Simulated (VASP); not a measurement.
# Hg (P6_3/mmc) in VASP: notebook, part 2 of 2

VASP 6.6.1.

## Step 3: Single point, PBE+D3(BJ)

The input, INCAR:

```
SYSTEM = Hg
PREC     = Accurate       ! precision mode
ENCUT    = 520            ! plane-wave cutoff, eV
EDIFF    = 1E-6           ! SCF threshold, eV
ISMEAR   = 0              ! smearing method
SIGMA    = 0.15           ! smearing width, eV
LREAL    = .FALSE.        ! projectors in reciprocal space
LASPH    = .TRUE.         ! aspherical terms in the spheres
NELM     = 100            ! most SCF steps
ALGO     = Normal         ! electronic algorithm
ISIF     = 2              ! what is computed and relaxed
LWAVE    = .FALSE.        ! write WAVECAR
LCHARG   = .TRUE.         ! write CHGCAR
GGA      = PE             ! functional
IVDW     = 12             ! dispersion correction
LELF     = .TRUE.         ! ELF
LVHAR    = .TRUE.       
NBANDS   = 32             ! bands
```

The input, KPOINTS:

```
regular mesh
0
G
  18 18 6
  0 0 0
```

The input, POSCAR:

```
Hg
1.0
    3.3374995657      0.0000000000      0.0000000000
   -1.6687497829      2.8903594090      0.0000000000
    0.0000000000      0.0000000000     10.5882697919
Hg
4
Direct
    0.0000000000      0.0000000000      0.0000000000
    0.3333333333      0.6666666667      0.2500000000
    0.0000000000      0.0000000000      0.5000000000
    0.6666666667      0.3333333333      0.7500000000
```

Potentials or basis: VASP PAW PBE potentials, release 64 (Hg).

Command:

```console
$ cat potpaw_PBE.64/Hg/POTCAR > POTCAR
$ mpirun -np 1 vasp_std > vasp.out
```

Run time: 7.1 min. Hardware: 1 thread of Intel Xeon Platinum 8124M at 3.00GHz (Skylake/Cascade Lake), shared host; peak memory 0.49 GiB.

The run converged. Its results:

```
Free energy                : -2.2157 eV
Pressure                   : 0.2 GPa
Band gap on the k mesh     : zero (band 24 reaches 2.07 eV, above the bottom of band 25 at 1.01 eV)
Dispersion energy per atom : -0.410 eV
```

Stress tensor (GPa, compression positive):
```
0.21 0.00 0.00
0.00 0.21 0.00
0.00 0.00 0.05
```

Levels at points of the mesh, in eV from the Fermi level:
```
           k point  band 22  band 23  band 24  band 25  band 26  band 27
(0.00, 0.00, 0.00)    -5.53    -5.53    -1.22    -0.89     6.96     6.97
(0.50, 0.00, 0.00)    -2.16    -0.97    -0.69    -0.44    -0.33     2.96
(0.00, 0.00, 0.50)    -5.63    -4.01    -4.01     2.65     2.65    11.64
(0.50, 0.00, 0.50)    -2.01    -1.65    -1.65     1.08     1.08     1.62
```

Caveat: spin-orbit coupling is left out, which moves the levels of the heavy elements; pairwise dispersion overbinds metals, which lowers pressure and volume.

## Step 4: Single point, PBE+D3(BJ)

The input, INCAR:

```
  PREC = Accurate
  ENCUT = 520
  EDIFF = 1E-7
  ISMEAR = 0
  SIGMA = 0.1
  LREAL = F
  LASPH = T
  NELM = 100
  ALGO = Normal
  ISIF = 2
  LWAVE = F
  LCHARG = T
  GGA = PE
  IVDW = 12
  LELF = T
  LVHAR = T
  NBANDS = 32
```

The input, KPOINTS:

```
regular mesh
0
Gamma
  15 15 4
```

POSCAR is that of step 3.

Potentials or basis: VASP PAW PBE potentials, release 64 (Hg).

Command:

```console
$ cat potpaw_PBE.64/Hg/POTCAR > POTCAR
$ mpirun -np 1 vasp_std > vasp.out
```

OUTCAR:

```text
PREC = Accurate
   ENCUT = 520
   EDIFF = 1E-7
   ISMEAR = 0
   LREAL = F
   LASPH = T
   NELM = 100
   ISIF = 2
   GGA = PE
   IVDW = 12
 IVDW          = 12

 ion  position               nearest neighbor table
   1  0.000  0.000  0.000-   2 3.27   4 3.27   4 3.27   2 3.27   4 3.27   2 3.27
   2  0.333  0.667  0.250-   1 3.27   3 3.27   1 3.27   3 3.27   1 3.27   3 3.27
   3  0.000  0.000  0.500-   2 3.27   4 3.27   4 3.27   2 3.27   4 3.27   2 3.27
   4  0.667  0.333  0.750-   1 3.27   3 3.27   1 3.27   3 3.27   1 3.27   3 3.27

  LATTYP: Found a hexagonal cell.
 ALAT       =     3.3374995657
 C/A-ratio  =     3.1725157063

  Lattice vectors:

 A1 = (   3.3374995657,   0.0000000000,   0.0000000000)
 A2 = (  -1.6687497829,   2.8903594090,   0.0000000000)
 A3 = (   0.0000000000,   0.0000000000,  10.5882697919)

Analysis of symmetry for initial positions (statically):
=====================================================================
 Subroutine PRICEL returns:
 Original cell was already a primitive cell.

 Routine SETGRP: Setting up the symmetry group for a
 hexagonal supercell.

 Subroutine GETGRP returns: Found 24 space group operations
 (whereof 12 operations were pure point group operations)
 out of a pool of 24 trial point group operations.

The static configuration has the point symmetry D_3d.
 The point group associated with its full space group is D_6h.

Analysis of symmetry for dynamics (positions and initial velocities):
=====================================================================
 Subroutine PRICEL returns:
 Original cell was already a primitive cell.

 Routine SETGRP: Setting up the symmetry group for a
 hexagonal supercell.

 Subroutine GETGRP returns: Found 24 space group operations
 (whereof 12 operations were pure point group operations)
 out of a pool of 24 trial point group operations.

The dynamic configuration has the point symmetry D_3d.
 The point group associated with its full space group is D_6h.

 Subroutine INISYM returns: Found 24 space group operations
[... 121 lines left out ...]
     AMIX_MAG =   1.60;   BMIX_MAG =  1.00
  volume/ion in A,a.u.               =      25.54       172.32
  Fermi-wavevector in a.u.,A,eV,Ry     =   1.272787  2.405220 22.041274  1.619988
  Thomas-Fermi vector in A             =   2.405647
   LORBIT       =      0    0 simple, 1 ext, 2 COOP (PROOUT), +10 PAW based schemes
   GGA     = PE    functional components
   LHFCALC =     F    Hartree Fock is set to
   AEXX    =    0.0000 exact exchange contribution
   IVDW    =    12    specifies the selected vdW correction
   LEPSILON=     F    determine dielectric tensor
   LRPA    =     F    only Hartree local field effects (RPA)
 non-spin polarized calculation
 Gauss-broadening in eV      SIGMA  =   0.10
  energy-cutoff  :      520.00
  volume of cell :      102.14
 maximum number of plane-waves:      2799
 NGX is ok and might be reduce to    28
   NGX = 13   NGY = 13   NGZ = 39

 number of electron      48.0000003 magnetization

 Free energy of the ion-electron system (eV)
  ---------------------------------------------------
  ext. energy  EPLUGINS =         0.00000000
  ---------------------------------------------------
  free energy    TOTEN  =        -0.57433090 eV

  energy without entropy =       -0.56928973  energy(sigma->0) =       -0.57181032

 E-fermi :   1.8947     XC(G=0): -10.4250

 val. band max:        1.8765987465   @ k =   0.2000   0.2000   0.0000
 cond. band min:       1.9062076551   @ k =   0.2667   0.1333   0.0000
 fundamental gap:      0.0296089086
 Fermi energy:         1.8947297733

 k-point     1 :       0.0000    0.0000    0.0000
  band No.  band energies     occupation
      1      -6.2768      2.00000
      2      -5.4034      2.00000
      3      -5.2832      2.00000
      4      -5.2674      2.00000
      5      -4.6394      2.00000
      6      -4.6394      2.00000
[... 829 lines left out ...]
     31       7.1411      0.00000
     32       7.4623      0.00000

 [... further k-points ...]

------------------------ aborting loop because EDIFF is reached ----------------------------------------

 Edisp (eV)   -1.63974

 E8    (eV) :    -0.7433

  FORCE on cell =-STRESS in cart. coord.  units (eV):
  Direction    XX          YY          ZZ          XY          YZ          ZX
  --------------------------------------------------------------------------------------
  -------------------------------------------------------------------------------------
  Total       0.12639     0.12639     0.14141    -0.00000     0.00000     0.00000
  in kB       1.98254     1.98254     2.21810    -0.00000     0.00000     0.00000
  external pressure =        2.06 kB  Pullay stress =        0.00 kB

 VOLUME and BASIS-vectors are now :
 -----------------------------------------------------------------------------
  energy-cutoff  :      520.00
  volume of cell :      102.14
      direct lattice vectors                 reciprocal lattice vectors
     3.337499566  0.000000000  0.000000000     0.299625507  0.172988867  0.000000000
    -1.668749783  2.890359409  0.000000000     0.000000000  0.345977734  0.000000000
     0.000000000  0.000000000 10.588269792     0.000000000  0.000000000  0.094444137

 POSITION                                       TOTAL-FORCE (eV/Angst)
 -----------------------------------------------------------------------------------
      0.00000      0.00000      0.00000        -0.000000      0.000000      0.000000
     -0.00000      1.92691      2.64707         0.000000     -0.000000      0.000000
      0.00000      0.00000      5.29413        -0.000000      0.000000      0.000000
      1.66875      0.96345      7.94120        -0.000000      0.000000     -0.000000
 -----------------------------------------------------------------------------------
    total drift:                                0.000000     -0.000000      0.000000

  FREE ENERGIE OF THE ION-ELECTRON SYSTEM (eV)
  ---------------------------------------------------
  free  energy   TOTEN  =        -2.2140744159 eV

  energy  without entropy=       -2.2090332397  energy(sigma->0) =       -2.21155383
```

Wall time 4 min (1 thread of Intel Xeon Platinum 8124M at 3.00GHz (Skylake/Cascade Lake), shared host); peak memory 0.37 GiB.

Results:

```
Free energy                : -2.2141 eV
Pressure                   : 0.2 GPa
Band gap on the k mesh     : zero (band 24 reaches 2.08 eV, above the bottom of band 25 at 1.01 eV)
Dispersion energy per atom : -0.410 eV
```

Caveat: spin-orbit coupling is left out, which moves the levels of the heavy elements; pairwise dispersion overbinds metals, which lowers pressure and volume.

## Step 5: Relaxation of cell and atoms, PBE+D3(BJ)

This run uses another cell than the first one, of 28.37 Å³/atom, 1.111 times its volume.

The input, INCAR:

```
PREC = Accurate
ENCUT = 600
EDIFF = 1E-7
ISMEAR = 0
SIGMA = 0.1
LREAL = F
LASPH = T
NELM = 100
ALGO = Normal
ISIF = 3
LWAVE = F
LCHARG = F
GGA = PE
IVDW = 12
IBRION = 2
NSW = 100
EDIFFG = -0.005
```

KPOINTS is that of step 4.

The input, POSCAR:

```
Hg
1.0
    3.4419409895      0.0000000000      0.0000000000
   -1.7209704948      2.9808083353      0.0000000000
    0.0000000000      0.0000000000     11.0623313100
Hg
4
Direct
    0.0000000000      0.0000000000      0.0000000000
    0.3333333300      0.6666666700      0.2500000000
    0.0000000000      0.0000000000      0.5000000000
    0.6666666700      0.3333333300      0.7500000000
```

Command:

```console
$ cat potpaw_PBE.64/Hg/POTCAR > POTCAR
$ mpirun -np 1 vasp_std > vasp.out
```

Run time: 20 min. Hardware: 1 thread of Intel Xeon Platinum 8259CL at 2.50GHz (Skylake/Cascade Lake), shared host; peak memory 0.42 GiB.

It converged, with:

| Quantity | Value |
| --- | --- |
| Free energy | -2.2156 eV |
| Relaxed volume | 25.88 Å³/atom |
| Relaxed cell | a = 3.344 Å, b = 3.344 Å, c = 10.685 Å, α = 90.00°, β = 90.00°, γ = 120.00° |
| Space group after relaxing (to 0.05 Å) | P6_3/mmc (No. 194) |
| Energy gained by relaxing | 9.6 meV/atom |
| Ionic steps | 5 |
| Pressure after relaxing | 0.0 GPa |
| Band gap on the k mesh | zero (band 24 reaches 1.94 eV, above the bottom of band 25 at 0.94 eV) |
| Dispersion energy per atom | -0.405 eV |

The path:
```
step  energy change (eV)  largest force (eV/Å)  pressure (GPa)  volume (Å³)
   1              0.0000                0.0000           -1.04       113.50
   2             -0.0175                0.0000           -0.81       110.50
   3             -0.0383                0.0000           -0.06       103.82
   4             -0.0383                0.0000            0.04       103.30
   5             -0.0383                0.0000            0.00       103.50
```

Final structure:
```
CELL_PARAMETERS angstrom
3.34445 0.00000 0.00000
-1.67222 2.89638 0.00000
0.00000 0.00000 10.68517
ATOMIC_POSITIONS crystal
Hg 0.00000 0.00000 0.00000
Hg 0.33333 0.66667 0.25000
Hg 0.00000 0.00000 0.50000
Hg 0.66667 0.33333 0.75000
```

Levels at points of the mesh, in eV from the Fermi level:
```
           k point  band 22  band 23  band 24  band 25  band 26  band 27
(0.00, 0.00, 0.00)    -5.48    -5.48    -1.27    -0.82     6.82     6.83
(0.00, 0.00, 0.50)    -5.57    -3.95    -3.95     2.59     2.59    11.43
```

Caveat: spin-orbit coupling is left out, which moves the levels of the heavy elements; pairwise dispersion overbinds metals, which lowers pressure and volume.

## Step 6: Overview

```csv
task,cell,k mesh,cutoff (eV),smearing,gap on the mesh (eV),pressure (GPa),relaxed volume (Å³/atom)
relaxation of cell and atoms,"relaxed from a = 3.337, b = 3.337, c = 10.588 Å, angles 90.0, 90.0, 120.0°, 4 atoms",15 × 15 × 4,600,gaussian 0.1 eV,none,0.0,25.86
single point,"a = 3.337, b = 3.337, c = 10.588 Å, angles 90.0, 90.0, 120.0°, 4 atoms",18 × 18 × 6,520,gaussian 0.15 eV,none,0.2,-
single point,"a = 3.337, b = 3.337, c = 10.588 Å, angles 90.0, 90.0, 120.0°, 4 atoms",15 × 15 × 4,520,gaussian 0.1 eV,none,0.2,-
relaxation of cell and atoms,"relaxed from a = 3.442, b = 3.442, c = 11.062 Å, angles 90.0, 90.0, 120.0°, 4 atoms",15 × 15 × 4,600,gaussian 0.1 eV,none,0.0,25.88
```

Alike in all rows: level PBE+D3(BJ); potentials or basis VASP PAW PBE potentials, release 64 (Hg); no spin polarisation.

Caveats: spin-orbit coupling is left out, which moves the levels of the heavy elements; pairwise dispersion overbinds metals, which lowers pressure and volume.

Total energies depend on the potentials used, so only differences within one code and one set of settings carry meaning.
